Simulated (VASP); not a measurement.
# SiC (P6_3mc) in VASP: notebook, part 2 of 2

VASP 6.6.1.

### 3 Single point, PBE

This run uses another cell than the first one: it holds 64 atoms, not 8.

File INCAR:

```
ALGO = Normal
EDIFF = 1E-6
ENCUT = 520
GGA = PE
ISIF = 2
ISMEAR = 0
LASPH = True
LCHARG = False
LREAL = Auto
LWAVE = False
NBANDS = 166
NELM = 100
PREC = Accurate
SIGMA = 0.01
```

File KPOINTS:

```
Automatic mesh
0
Gamma
  2 2 2
  0.5 0.5 0.5
```

File POSCAR:

```
SiC
1.0
    6.1882403601     -5.3591733668      0.0000000000
   -6.1882403702     -5.3591733552      0.0000000000
    0.0000000000      0.0000000000    -10.1293391958
Si C
32 32
Direct
    0.6666666667      0.6666666667      0.0621558118
    0.2916666667      0.5416666667      0.0621558118
    0.9166666667      0.4166666667      0.0621558118
    0.5416666667      0.2916666667      0.0621558118
    0.1666666667      0.1666666667      0.0621558118
    0.7916666667      0.0416666667      0.0621558118
    0.4166666667      0.9166666667      0.0621558118
    0.0416666667      0.7916666667      0.0621558118
    0.4583333333      0.7083333333      0.5621558118
    0.0833333333      0.5833333333      0.5621558118
    0.7083333333      0.4583333333      0.5621558118
    0.3333333333      0.3333333333      0.5621558118
    0.9583333333      0.2083333333      0.5621558118
    0.5833333333      0.0833333333      0.5621558118
    0.2083333333      0.9583333333      0.5621558118
    0.8333333333      0.8333333333      0.5621558118
    0.2500000000      0.7500000000      0.3121004438
    0.8750000000      0.6250000000      0.3121004438
    0.5000000000      0.5000000000      0.3121004438
    0.1250000000      0.3750000000      0.3121004438
    0.7500000000      0.2500000000      0.3121004438
    0.3750000000      0.1250000000      0.3121004438
    0.0000000000      1.0000000000      0.3121004438
    0.6250000000      0.8750000000      0.3121004438
    0.8750000000      0.6250000000      0.8121004438
    0.5000000000      0.5000000000      0.8121004438
    0.1250000000      0.3750000000      0.8121004438
    0.7500000000      0.2500000000      0.8121004438
    0.3750000000      0.1250000000      0.8121004438
    0.0000000000      0.0000000000      0.8121004438
    0.6250000000      0.8750000000      0.8121004438
    0.2500000000      0.7500000000      0.8121004438
    0.6666666667      0.6666666667      0.2501925541
    0.2916666667      0.5416666667      0.2501925541
    0.9166666667      0.4166666667      0.2501925541
    0.5416666667      0.2916666667      0.2501925541
    0.1666666667      0.1666666667      0.2501925541
    0.7916666667      0.0416666667      0.2501925541
    0.4166666667      0.9166666667      0.2501925541
    0.0416666667      0.7916666667      0.2501925541
    0.4583333333      0.7083333333      0.7501925541
    0.0833333333      0.5833333333      0.7501925541
    0.7083333333      0.4583333333      0.7501925541
    0.3333333333      0.3333333333      0.7501925541
    0.9583333333      0.2083333333      0.7501925541
    0.5833333333      0.0833333333      0.7501925541
    0.2083333333      0.9583333333      0.7501925541
    0.8333333333      0.8333333333      0.7501925541
    0.2500000000      0.7500000000      0.4995521903
    0.8750000000      0.6250000000      0.4995521903
    0.5000000000      0.5000000000      0.4995521903
    0.1250000000      0.3750000000      0.4995521903
    0.7500000000      0.2500000000      0.4995521903
    0.3750000000      0.1250000000      0.4995521903
    0.0000000000      1.0000000000      0.4995521903
    0.6250000000      0.8750000000      0.4995521903
    0.8750000000      0.6250000000      0.9995521903
    0.5000000000      0.5000000000      0.9995521903
    0.1250000000      0.3750000000      0.9995521903
    0.7500000000      0.2500000000      0.9995521903
    0.3750000000      0.1250000000      0.9995521903
    0.0000000000      0.0000000000      0.9995521903
    0.6250000000      0.8750000000      0.9995521903
    0.2500000000      0.7500000000      0.9995521903
```

Potentials or basis: VASP PAW PBE potentials, release 64 (Si, C).

The run is started by

```
$ cat potpaw_PBE.64/Si/POTCAR potpaw_PBE.64/C/POTCAR > POTCAR
$ mpirun -np 1 vasp_std > vasp.out
```

OUTCAR:

```text
EDIFF = 1E-6
   ENCUT = 520
   GGA = PE
   ISIF = 2
   ISMEAR = 0
   LASPH = True
   LREAL = Auto
   NELM = 100
   PREC = Accurate

 ion  position               nearest neighbor table
   1  0.667  0.667  0.062-  57 1.90  63 1.90  58 1.90  33 1.90   3 3.09   7 3.09   2 3.09   8 3.09
                             4 3.09   6 3.09  18 3.10  24 3.10  19 3.10  25 3.10  31 3.10  26 3.10
   2  0.292  0.542  0.062-  58 1.90  64 1.90  59 1.90  34 1.90   4 3.09   8 3.09   1 3.09   3 3.09
                             7 3.09   5 3.09  19 3.10  17 3.10  20 3.10  26 3.10  32 3.10  27 3.10
   3  0.917  0.417  0.062-  59 1.90  57 1.90  60 1.90  35 1.90   1 3.09   5 3.09   4 3.09   2 3.09
                             6 3.09   8 3.09  20 3.10  18 3.10  21 3.10  27 3.10  25 3.10  28 3.10
   4  0.542  0.292  0.062-  60 1.90  58 1.90  61 1.90  36 1.90   2 3.09   6 3.09   5 3.09   3 3.09
                             1 3.09   7 3.09  21 3.10  19 3.10  22 3.10  28 3.10  26 3.10  29 3.10
   5  0.167  0.167  0.062-  61 1.90  59 1.90  62 1.90  37 1.90   3 3.09   7 3.09   6 3.09   4 3.09
                             2 3.09   8 3.09  22 3.10  20 3.10  23 3.10  29 3.10  27 3.10  30 3.10
   6  0.792  0.042  0.062-  62 1.90  60 1.90  63 1.90  38 1.90   4 3.09   8 3.09   7 3.09   5 3.09
                             1 3.09   3 3.09  23 3.10  21 3.10  24 3.10  30 3.10  28 3.10  31 3.10
   7  0.417  0.917  0.062-  63 1.90  61 1.90  64 1.90  39 1.90   1 3.09   5 3.09   6 3.09   8 3.09
                             4 3.09   2 3.09  24 3.10  22 3.10  17 3.10  31 3.10  29 3.10  32 3.10
   8  0.042  0.792  0.062-  64 1.90  62 1.90  57 1.90  40 1.90   2 3.09   6 3.09   1 3.09   7 3.09
                             3 3.09   5 3.09  17 3.10  23 3.10  18 3.10  32 3.10  30 3.10  25 3.10
   9  0.458  0.708  0.562-  49 1.90  51 1.90  56 1.90  41 1.90  11 3.09  15 3.09  10 3.09  16 3.09
[... 77 lines left out ...]
  63  0.625  0.875  1.000-   7 1.90   1 1.90   6 1.90  31 1.90
  64  0.250  0.750  1.000-   8 1.90   2 1.90   7 1.90  32 1.90

  LATTYP: Found a base centered orthorhombic cell.
 ALAT       =    10.7183467220
 B/A-ratio  =     1.1547005384
 C/A-ratio  =     0.9450467930

  Lattice vectors:

 A1 = (   6.1882403601,  -5.3591733668,   0.0000000000)
 A2 = (  -6.1882403702,  -5.3591733552,   0.0000000000)
 A3 = (   0.0000000000,   0.0000000000, -10.1293391958)

Analysis of symmetry for initial positions (statically):
=====================================================================
 Subroutine PRICEL returns following result:

  LATTYP: Found a hexagonal cell.
 ALAT       =     3.0941201826
 C/A-ratio  =     3.2737381220

  Lattice vectors:

 A1 = (  -1.5470600938,  -2.6795866791,   0.0000000000)
 A2 = (  -1.5470600888,   2.6795866820,   0.0000000000)
 A3 = (   0.0000000000,   0.0000000000, -10.1293391958)

   8 primitive cells build up your supercell.

 Routine SETGRP: Setting up the symmetry group for a
 base centered orthorhombic supercell.

 Subroutine GETGRP returns: Found  4 space group operations
 (whereof  2 operations were pure point group operations)
 out of a pool of  8 trial point group operations.

The static configuration has the point symmetry C_1h.
 The point group associated with its full space group is C_2v.

Analysis of symmetry for dynamics (positions and initial velocities):
=====================================================================
 Subroutine PRICEL returns following result:

  LATTYP: Found a hexagonal cell.
 ALAT       =     3.0941201826
 C/A-ratio  =     3.2737381220

  Lattice vectors:

 A1 = (  -1.5470600938,  -2.6795866791,   0.0000000000)
 A2 = (  -1.5470600888,   2.6795866820,   0.0000000000)
[... 91 lines left out ...]
 SYSTEM =  unknown system
   PREC   = accura    normal or accurate (medium, high low for compatibility)
   ISTART =      0    job   : 0-new  1-cont  2-samecut
   ICHARG =      2    charge: 1-file 2-atom 10-const
   ISPIN  =      1    spin polarized calculation?
   LNONCOLLINEAR =      F non collinear calculations
   LSORBIT =      F    spin-orbit coupling
   LASPH  =      T    aspherical Exc in radial PAW
   ENCUT  =  520.0 eV  38.22 Ry    6.18 a.u.  15.22 15.22 18.83*2*pi/ulx,y,z
   NELM   =    100;   NELMIN=  2; NELMDL= -5     # of ELM steps
   EDIFF  = 0.1E-05   stopping-criterion for ELM
   LREAL  =      T    real-space projection
   EDIFFG = 0.1E-04   stopping-criterion for IOM
   NSW    =      0    number of steps for IOM
   IBRION =     -1    ionic relax: 0-MD 1-quasi-New 2-CG
   NFREE  =      0    steps in history (QN), initial steepest desc. (CG)
   ISIF   =      2    stress and relaxation
   ISYM   =      2    0-nonsym 1-usesym 2-fastsym
   POTIM  = 0.5000    time-step for ionic-motion
   TEBEG  =    0.0;   TEEND  =   0.0 temperature during run
   PSTRESS=    0.0 pullay stress
   NELECT =     256.0000    total number of electrons
   NUPDOWN=      -1.0000    fix difference up-down
   EMIN   =  10.00;   EMAX   =-10.00  energy-range for DOS
   EFERMI =   0.00;   METHOD = LEGACY
   ISMEAR =     0;   SIGMA  =   0.01  broadening in eV -4-tet -1-fermi 0-gaus
   EFERMI_NEDOS =   21; number of points for ismear=-14 and -15
   IALGO  =     38    algorithm
   IMIX   =      4    mixing-type and parameters
     AMIX     =   0.40;   BMIX     =  1.00
     AMIX_MAG =   1.60;   BMIX_MAG =  1.00
  volume/ion in A,a.u.               =      10.50        70.84
  Fermi-wavevector in a.u.,A,eV,Ry     =   1.186851  2.242823 19.165368  1.408615
  Thomas-Fermi vector in A             =   2.323015
   LORBIT       =      0    0 simple, 1 ext, 2 COOP (PROOUT), +10 PAW based schemes
   GGA     = PE    functional components
   LHFCALC =     F    Hartree Fock is set to
   AEXX    =    0.0000 exact exchange contribution
   IVDW    =     0    specifies the selected vdW correction
   LEPSILON=     F    determine dielectric tensor
   LRPA    =     F    only Hartree local field effects (RPA)
 non-spin polarized calculation
 Gauss-broadening in eV      SIGMA  =   0.01
  energy-cutoff  :      520.00
  volume of cell :      671.86
 maximum number of plane-waves:     18088
 NGX is ok and might be reduce to    64

 number of electron     256.0000013 magnetization

 Free energy of the ion-electron system (eV)
  ---------------------------------------------------
  ext. energy  EPLUGINS =         0.00000000
  ---------------------------------------------------
  free energy    TOTEN  =      -482.03369023 eV

  energy without entropy =     -482.03369023  energy(sigma->0) =     -482.03369023

 E-fermi :   7.9129     XC(G=0): -11.2899

 val. band max:        7.8058862640   @ k =   0.2500   0.2500   0.2500
 cond. band min:      10.7610657403   @ k =   0.2500   0.2500   0.2500
 fundamental gap:      2.9551794762
 Fermi energy:         7.9128972404

 k-point     1 :       0.2500    0.2500    0.2500
  band No.  band energies     occupation
      1      -7.0125      2.00000
      2      -6.4200      2.00000
      3      -6.2287      2.00000
      4      -6.2287      2.00000
      5      -5.6516      2.00000
      6      -5.6516      2.00000
[... 132 lines left out ...]
    139      12.1167      0.00000
    140      12.1167      0.00000

 k-point     2 :      -0.2500    0.2500    0.2500
  band No.  band energies     occupation
      1      -7.0790      2.00000
      2      -6.4854      2.00000
      3      -6.0366      2.00000
      4      -6.0366      2.00000
      5      -5.5364      2.00000
      6      -5.4642      2.00000
[... 132 lines left out ...]
    139      12.5399      0.00000
    140      12.6794      0.00000
 [bands above 140 left out]

------------------------ aborting loop because EDIFF is reached ----------------------------------------

  FORCE on cell =-STRESS in cart. coord.  units (eV):
  Direction    XX          YY          ZZ          XY          YZ          ZX
  --------------------------------------------------------------------------------------
  -------------------------------------------------------------------------------------
  Total       -0.1761484     -0.0803450     -0.3995925      0.0000000      0.0000000      0.0000000
  in kB       -0.4200617     -0.1915990     -0.9529098      0.0000000      0.0000000      0.0000000
  external PRESSURE =      -0.5215235 kB  Pullay stress =       0.0000000 kB

 VOLUME and BASIS-vectors are now :
 -----------------------------------------------------------------------------
  energy-cutoff  :      520.00
  volume of cell :      671.86
      direct lattice vectors                 reciprocal lattice vectors
     6.188240360 -5.359173367  0.000000000     0.080798413 -0.093297971  0.000000000
    -6.188240370 -5.359173355  0.000000000    -0.080798413 -0.093297971  0.000000000
     0.000000000  0.000000000-10.129339196     0.000000000  0.000000000 -0.098723123

 POSITION                                       TOTAL-FORCE (eV/Angst)
 -----------------------------------------------------------------------------------
     -0.00000     -7.14556     -0.62960         0.000000      0.000159     -0.001330
     -1.54706     -4.46598     -0.62960         0.000000      0.000159     -0.001330
      3.09412     -7.14556     -0.62960         0.000000      0.000159     -0.001330
      1.54706     -4.46598     -0.62960         0.000000      0.000159     -0.001330
     -0.00000     -1.78639     -0.62960         0.000000      0.000159     -0.001330
      4.64118     -4.46598     -0.62960         0.000000      0.000159     -0.001330
[... 56 lines left out ...]
     -1.54706     -8.03876    -10.12480         0.000000      0.000009      0.000965
     -3.09412     -5.35917    -10.12480         0.000000      0.000009      0.000965
 -----------------------------------------------------------------------------------
    total drift:                                0.000000      0.000000      0.031396

  FREE ENERGIE OF THE ION-ELECTRON SYSTEM (eV)
  ---------------------------------------------------
  free  energy   TOTEN  =      -482.0336902334 eV

  energy  without entropy=     -482.0336902334  energy(sigma->0) =     -482.03369023
```

Wall time 11 min (1 thread of Oxide Virtual Turin-like, shared host); peak memory 0.67 GiB.

What came out:

- Free energy: -482.0337 eV
- Pressure: -0.1 GPa
- Band gap on the k mesh: 2.96 eV

Forces on the atoms (eV/Å):
```
Si   0.000  0.000 -0.001
Si   0.000  0.000 -0.001
Si   0.000  0.000 -0.001
Si   0.000  0.000 -0.001
Si   0.000  0.000 -0.001
Si   0.000  0.000 -0.001
Si   0.000  0.000 -0.001
Si   0.000  0.000 -0.001
Si   0.000  0.000 -0.001
Si   0.000  0.000 -0.001
Si   0.000  0.000 -0.001
Si   0.000  0.000 -0.001
Si   0.000  0.000 -0.001
Si   0.000  0.000 -0.001
Si   0.000  0.000 -0.001
Si   0.000  0.000 -0.001
Si   0.000 -0.001  0.000
Si   0.000 -0.001  0.000
Si   0.000 -0.001  0.000
Si   0.000 -0.001  0.000
Si   0.000 -0.001  0.000
Si   0.000 -0.001  0.000
Si   0.000 -0.001  0.000
Si   0.000 -0.001  0.000
Si   0.000  0.001  0.000
Si   0.000  0.001  0.000
Si   0.000  0.001  0.000
Si   0.000  0.001  0.000
Si   0.000  0.001  0.000
Si   0.000  0.001  0.000
Si   0.000  0.001  0.000
Si   0.000  0.001  0.000
C    0.000  0.003  0.000
C    0.000  0.003  0.000
C    0.000  0.003  0.000
C    0.000  0.003  0.000
C    0.000  0.003  0.000
C    0.000  0.003  0.000
C    0.000  0.003  0.000
C    0.000  0.003  0.000
C    0.000 -0.003  0.000
C    0.000 -0.003  0.000
C    0.000 -0.003  0.000
C    0.000 -0.003  0.000
C    0.000 -0.003  0.000
C    0.000 -0.003  0.000
C    0.000 -0.003  0.000
C    0.000 -0.003  0.000
C    0.000  0.000  0.001
C    0.000  0.000  0.001
C    0.000  0.000  0.001
C    0.000  0.000  0.001
C    0.000  0.000  0.001
C    0.000  0.000  0.001
C    0.000  0.000  0.001
C    0.000  0.000  0.001
C    0.000  0.000  0.001
C    0.000  0.000  0.001
C    0.000  0.000  0.001
C    0.000  0.000  0.001
C    0.000  0.000  0.001
C    0.000  0.000  0.001
C    0.000  0.000  0.001
C    0.000  0.000  0.001
```

Levels at points of the mesh, in eV from the valence-band top:
| k point | band 124 | band 125 | band 126 | band 127 | band 128 | band 129 | band 130 | band 131 | band 132 | band 133 |
| --- | --- | --- | --- | --- | --- | --- | --- | --- | --- | --- |
| (0.25, 0.25, 0.25) | -0.47 | -0.44 | -0.44 | -0.23 | 0.00 | 2.96 | 3.14 | 3.38 | 3.38 | 3.75 |

Caveat: a shifted mesh leaves out Γ, where band edges can lie. A k mesh can miss the band edges.
